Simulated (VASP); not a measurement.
# TiN (Fm-3m) in VASP: a series of runs, part 2 of 2

VASP 6.6.1. The steps go on from the part before.

### 4 Single point, PBEsol (volume scaled by 0.9405)

Input file INCAR:

```
  ALGO = Normal
  EDIFF = 1E-6
  ENCUT = 600
  GGA = PS
  GGA_COMPAT = False
  ISIF = 2
  ISMEAR = -1
  LASPH = True
  LCHARG = False
  LREAL = False
  LWAVE = False
  NBANDS = 16
  NELM = 120
  PREC = Accurate
  SIGMA = 0.05
```

Input file KPOINTS:

```
k-points
0
Gamma
  13 13 13
```

Input file POSCAR:

```
TiN
1.0
    0.0000000000      2.0790502180      2.0790502180
    2.0790502180      0.0000000000      2.0790502180
    2.0790502180      2.0790502180      0.0000000000
Ti N
1 1
Direct
    0.0000000000      0.0000000000      0.0000000000
    0.5000000000      0.5000000000      0.5000000000
```

Potentials or basis: VASP PAW PBE potentials, release 64 (Ti_sv, N).

Started as:

```console
> cat potpaw_PBE.64/Ti_sv/POTCAR potpaw_PBE.64/N/POTCAR > POTCAR
> mpirun -np 1 vasp_std > vasp.out
```

OUTCAR:

```text
EDIFF = 1E-6
   ENCUT = 600
   GGA = PS
   ISIF = 2
   ISMEAR = -1
   LASPH = True
   LREAL = False
   NELM = 120
   PREC = Accurate

 ion  position               nearest neighbor table
   1  0.000  0.000  0.000-   2 2.08   2 2.08   2 2.08   2 2.08   2 2.08   2 2.08
   2  0.500  0.500  0.500-   1 2.08   1 2.08   1 2.08   1 2.08   1 2.08   1 2.08

  LATTYP: Found a face centered cubic cell.
 ALAT       =     4.1581004360

  Lattice vectors:

 A1 = (   0.0000000000,   2.0790502180,   2.0790502180)
 A2 = (   2.0790502180,   0.0000000000,   2.0790502180)
 A3 = (   2.0790502180,   2.0790502180,   0.0000000000)

Analysis of symmetry for initial positions (statically):
=====================================================================
 Subroutine PRICEL returns:
 Original cell was already a primitive cell.

 Routine SETGRP: Setting up the symmetry group for a
 face centered cubic supercell.

 Subroutine GETGRP returns: Found 48 space group operations
 (whereof 48 operations were pure point group operations)
 out of a pool of 48 trial point group operations.

The static configuration has the point symmetry O_h .

Analysis of symmetry for dynamics (positions and initial velocities):
=====================================================================
 Subroutine PRICEL returns:
 Original cell was already a primitive cell.

 Routine SETGRP: Setting up the symmetry group for a
 face centered cubic supercell.

 Subroutine GETGRP returns: Found 48 space group operations
 (whereof 48 operations were pure point group operations)
 out of a pool of 48 trial point group operations.

The dynamic configuration has the point symmetry O_h .

 Subroutine INISYM returns: Found 48 space group operations
 (whereof 48 operations are pure point group operations),
 and found     1 'primitive' translations

----------------------------------------------------------------------------------------

                                     Primitive cell

  volume of cell :      17.9732

  direct lattice vectors                    reciprocal lattice vectors
     0.000000000  2.079050218  2.079050218    -0.240494431  0.240494431  0.240494431
     2.079050218  0.000000000  2.079050218     0.240494431 -0.240494431  0.240494431
     2.079050218  2.079050218  0.000000000     0.240494431  0.240494431 -0.240494431

  length of vectors
     2.940221015  2.940221015  2.940221015     0.416548574  0.416548574  0.416548574

  position of ions in fractional coordinates (direct lattice)
     0.000000000  0.000000000  0.000000000
     0.500000000  0.500000000  0.500000000

  ion indices of the primitive-cell ions
   primitive index   ion index
                 1           1
                 2           2

----------------------------------------------------------------------------------------

 KPOINTS: k-points

Automatic generation of k-mesh.
 Grid dimensions read from file:
 generate k-points for:   13   13   13

 Generating k-lattice:

  Cartesian coordinates                     Fractional coordinates (reciprocal lattice)
    -0.018499572  0.018499572  0.018499572     0.076923077  0.000000000  0.000000000
     0.018499572 -0.018499572  0.018499572     0.000000000  0.076923077  0.000000000
     0.018499572  0.018499572 -0.018499572     0.000000000  0.000000000  0.076923077

  Length of vectors
     0.032042198  0.032042198  0.032042198

  Shift w.r.t. Gamma in fractional coordinates (k-lattice)
     0.000000000  0.000000000  0.000000000

 Subroutine IBZKPT returns following result:
 ===========================================

 Found     84 irreducible k-points:

 Following reciprocal coordinates:
            Coordinates               Weight
  0.000000  0.000000  0.000000      1.000000
  0.076923  0.000000  0.000000      8.000000
  0.153846  0.000000  0.000000      8.000000
  0.230769  0.000000  0.000000      8.000000
  0.307692  0.000000  0.000000      8.000000
  0.384615  0.000000  0.000000      8.000000
[... 16 lines left out ...]
  0.384615  0.153846  0.000000     24.000000
  0.461538  0.153846  0.000000     24.000000
 [... further k-points ...]
   k-points           NKPTS =     84   k-points in BZ     NKDIM =     84   number of bands    NBANDS=     16
   number of dos      NEDOS =    301   number of ions     NIONS =      2
   total plane-waves  NPLWV =  13824
   dimension x,y,z NGX =    24 NGY =   24 NGZ =   24
   dimension x,y,z NGXF=    48 NGYF=   48 NGZF=   48
   ions per type =               1   1
   NGX,Y,Z   is equivalent  to a cutoff of  13.57, 13.57, 13.57 a.u.
   NGXF,Y,Z  is equivalent  to a cutoff of  27.14, 27.14, 27.14 a.u.
 SYSTEM =  unknown system
   PREC   = accura    normal or accurate (medium, high low for compatibility)
   ISTART =      0    job   : 0-new  1-cont  2-samecut
   ICHARG =      2    charge: 1-file 2-atom 10-const
   ISPIN  =      1    spin polarized calculation?
   LNONCOLLINEAR =      F non collinear calculations
   LSORBIT =      F    spin-orbit coupling
   LASPH  =      T    aspherical Exc in radial PAW
   ENCUT  =  600.0 eV  44.10 Ry    6.64 a.u.   5.87  5.87  5.87*2*pi/ulx,y,z
   NELM   =    120;   NELMIN=  2; NELMDL= -5     # of ELM steps
   EDIFF  = 0.1E-05   stopping-criterion for ELM
   LREAL  =      F    real-space projection
   EDIFFG = 0.1E-04   stopping-criterion for IOM
   NSW    =      0    number of steps for IOM
   IBRION =     -1    ionic relax: 0-MD 1-quasi-New 2-CG
   NFREE  =      0    steps in history (QN), initial steepest desc. (CG)
   ISIF   =      2    stress and relaxation
   ISYM   =      2    0-nonsym 1-usesym 2-fastsym
   POTIM  = 0.5000    time-step for ionic-motion
   TEBEG  =    0.0;   TEEND  =   0.0 temperature during run
   PSTRESS=    0.0 pullay stress
   NELECT =      17.0000    total number of electrons
   NUPDOWN=      -1.0000    fix difference up-down
   EMIN   =  10.00;   EMAX   =-10.00  energy-range for DOS
   EFERMI =   0.00;   METHOD = LEGACY
   ISMEAR =    -1;   SIGMA  =   0.05  broadening in eV -4-tet -1-fermi 0-gaus
   EFERMI_NEDOS =   21; number of points for ismear=-14 and -15
   IALGO  =     38    algorithm
   IMIX   =      4    mixing-type and parameters
     AMIX     =   0.40;   BMIX     =  1.00
     AMIX_MAG =   1.60;   BMIX_MAG =  1.00
  volume/ion in A,a.u.               =       8.99        60.64
  Fermi-wavevector in a.u.,A,eV,Ry     =   1.607001  3.036792 35.136398  2.582452
  Thomas-Fermi vector in A             =   2.703099
   LORBIT       =      0    0 simple, 1 ext, 2 COOP (PROOUT), +10 PAW based schemes
   GGA     = PS    functional components
   LHFCALC =     F    Hartree Fock is set to
   AEXX    =    0.0000 exact exchange contribution
   IVDW    =     0    specifies the selected vdW correction
   LEPSILON=     F    determine dielectric tensor
   LRPA    =     F    only Hartree local field effects (RPA)
 non-spin polarized calculation
  energy-cutoff  :      600.00
  volume of cell :       17.97
 maximum number of plane-waves:       610
   NGX = 11   NGY = 11   NGZ = 11

 number of electron      16.9999998 magnetization

 Free energy of the ion-electron system (eV)
  ---------------------------------------------------
  ext. energy  EPLUGINS =         0.00000000
  ---------------------------------------------------
  free energy    TOTEN  =       -20.76516740 eV

  energy without entropy =      -20.75881130  energy(sigma->0) =      -20.76198935

 E-fermi :  12.1728     XC(G=0): -13.5561

 val. band max:       12.0693083813   @ k =  -0.0769   0.0769   0.0000
 cond. band min:      12.1831598381   @ k =  -0.1538   0.1538   0.0000
 fundamental gap:      0.1138514568
 Fermi energy:        12.1727779717

 k-point     1 :       0.0000    0.0000    0.0000
  band No.  band energies     occupation
      1     -45.3836      2.00000
      2     -21.4145      2.00000
      3     -21.4145      2.00000
      4     -21.4145      2.00000
      5      -5.2710      2.00000
      6      10.0403      2.00000
[... 8 lines left out ...]
     15      25.3729      0.00000
     16      32.6966      0.00000
[... 419 lines left out ...]
 k-point    24 :       0.4615    0.1538    0.0000
  band No.  band energies     occupation
      1     -45.2507      2.00000
      2     -22.1185      2.00000
      3     -21.5684      2.00000
      4     -21.5286      2.00000
      5      -2.9564      2.00000
      6       4.5110      2.00000
[... 8 lines left out ...]
     15      25.9527      0.00000
     16      27.0954      0.00000

 [... further k-points ...]

------------------------ aborting loop because EDIFF is reached ----------------------------------------

  FORCE on cell =-STRESS in cart. coord.  units (eV):
  Direction    XX          YY          ZZ          XY          YZ          ZX
  --------------------------------------------------------------------------------------
  -------------------------------------------------------------------------------------
  Total        1.2238429      1.2238429      1.2238429      0.0000000      0.0000000      0.0000000
  in kB      109.0966279    109.0966279    109.0966279      0.0000000      0.0000000      0.0000000
  external PRESSURE =     109.0966279 kB  Pullay stress =       0.0000000 kB

 VOLUME and BASIS-vectors are now :
 -----------------------------------------------------------------------------
  energy-cutoff  :      600.00
  volume of cell :       17.97
      direct lattice vectors                 reciprocal lattice vectors
     0.000000000  2.079050218  2.079050218    -0.240494431  0.240494431  0.240494431
     2.079050218  0.000000000  2.079050218     0.240494431 -0.240494431  0.240494431
     2.079050218  2.079050218  0.000000000     0.240494431  0.240494431 -0.240494431

 POSITION                                       TOTAL-FORCE (eV/Angst)
 -----------------------------------------------------------------------------------
      0.00000      0.00000      0.00000         0.000000      0.000000      0.000000
      2.07905      2.07905      2.07905        -0.000000     -0.000000     -0.000000
 -----------------------------------------------------------------------------------
    total drift:                                0.000000     -0.000000     -0.000000

  FREE ENERGIE OF THE ION-ELECTRON SYSTEM (eV)
  ---------------------------------------------------
  free  energy   TOTEN  =       -20.7651674028 eV

  energy  without entropy=      -20.7588113000  energy(sigma->0) =      -20.76198935
```

OSZICAR:

```text
N       E                     dE             d eps       ncg     rms          rms(c)
DAV:   1     0.142462942975E+03    0.14246E+03   -0.90218E+03  2688   0.141E+03
DAV:   2    -0.170482860704E+02   -0.15951E+03   -0.14916E+03  2864   0.373E+02
DAV:   3    -0.254435714593E+02   -0.83953E+01   -0.82962E+01  3480   0.888E+01
DAV:   4    -0.256599986023E+02   -0.21643E+00   -0.21616E+00  3304   0.129E+01
DAV:   5    -0.256649173311E+02   -0.49187E-02   -0.49187E-02  3192   0.173E+00    0.199E+01
DAV:   6    -0.210714131634E+02    0.45935E+01   -0.11810E+01  3560   0.549E+01    0.701E+00
DAV:   7    -0.207991898070E+02    0.27222E+00   -0.13623E+00  3152   0.149E+01    0.559E+00
DAV:   8    -0.209424838179E+02   -0.14329E+00   -0.84158E-01  3768   0.135E+01    0.614E+00
DAV:   9    -0.207738255095E+02    0.16866E+00   -0.22997E-01  3176   0.769E+00    0.157E+00
DAV:  10    -0.207680701799E+02    0.57553E-02   -0.34388E-02  3272   0.218E+00    0.368E-01
DAV:  11    -0.207651844882E+02    0.28857E-02   -0.50527E-03  3592   0.746E-01    0.148E-01
DAV:  12    -0.207652165086E+02   -0.32020E-04   -0.50094E-04  2864   0.245E-01    0.925E-02
DAV:  13    -0.207651796073E+02    0.36901E-04   -0.22307E-04  3192   0.248E-01    0.237E-02
DAV:  14    -0.207651680708E+02    0.11536E-04   -0.17371E-05  3552   0.566E-02    0.103E-02
DAV:  15    -0.207651674028E+02    0.66800E-06   -0.32924E-06  3496   0.206E-02
   1 F= -.20765167E+02 E0= -.20761989E+02  d E =-.635610E-02
```

Wall time 44 s (1 thread of Intel Xeon 8259CL, shared host); peak memory 0.16 GiB.

Results:

```
Free energy : -20.7652 eV
Pressure    : 10.9 GPa
```

Levels at points of the mesh, in eV from the Fermi level:
```csv
k point,band 7,band 8,band 9,band 10,band 11,band 12
"(0.00, 0.00, 0.00)",-2.13,-2.13,-0.72,-0.72,-0.72,0.59
```

Caveat: the PAW data sets were made with another functional, which shifts forces and pressure a little.
